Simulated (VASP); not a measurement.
Write the native input for VASP 6.6.1 that does the following.

```
Task                   : single point
Functional             : PBE
Potentials or basis    : VASP PAW PBE potentials, release 64 (Cs_sv, Li_sv, P)
Cutoff                 : 520 eV
k mesh                 : 3 × 3 × 3
Occupations            : gaussian, width 0.1 eV
Spin                   : no spin polarisation
Dipole correction      : no
Further INCAR settings : ALGO = Normal; EDIFF = 1e-07; NBANDS = 23
```

The structure of CsLi3P2 lies in POSCAR:

```
CsLi3P2
1.0
    4.0404444217      2.3327516745      3.0287119141
   -4.0404444217      2.3327516745      3.0287119141
    0.0000000000     -4.6655033490      3.0287119141
Cs Li P
1 3 2
Direct
    0.5000000000      0.5000000000      0.5000000000
    0.0000000000      0.0000000000      0.5000000000
    0.5000000000      0.0000000000      0.0000000000
    0.0000000000      0.5000000000      0.0000000000
    0.1261619455      0.1261619455      0.1261619455
    0.8738380545      0.8738380545      0.8738380545
```

The input as run:

INCAR

```
  PREC = Accurate
  ENCUT = 520
  EDIFF = 1E-7
  ISMEAR = 0
  SIGMA = 0.1
  LREAL = F
  LASPH = T
  NELM = 60
  ALGO = Normal
  ISIF = 2
  LWAVE = F
  LCHARG = F
  GGA = PE
  NBANDS = 23
```

KPOINTS

```
Automatic mesh
0
Gamma
  3 3 3
```

Potentials or basis: VASP PAW PBE potentials, release 64 (Cs_sv, Li_sv, P).

Command:

```sh
$ cat potpaw_PBE.64/Cs_sv/POTCAR potpaw_PBE.64/Li_sv/POTCAR potpaw_PBE.64/P/POTCAR > POTCAR
$ mpirun -np 1 vasp_std > vasp.out
```

It gave:

```yaml
Largest_force: 0.026 eV/Å
Band_gap_on_the_k_mesh: 1.08 eV, indirect (least direct gap 1.30 eV)
```

Caveat: spin-orbit coupling is left out, which moves the levels of the heavy elements.

Wall time 18 s on 1 thread of Intel(R) Xeon(R) 6975P-C (Granite Rapids) (shared host), peak memory 0.25 GiB.
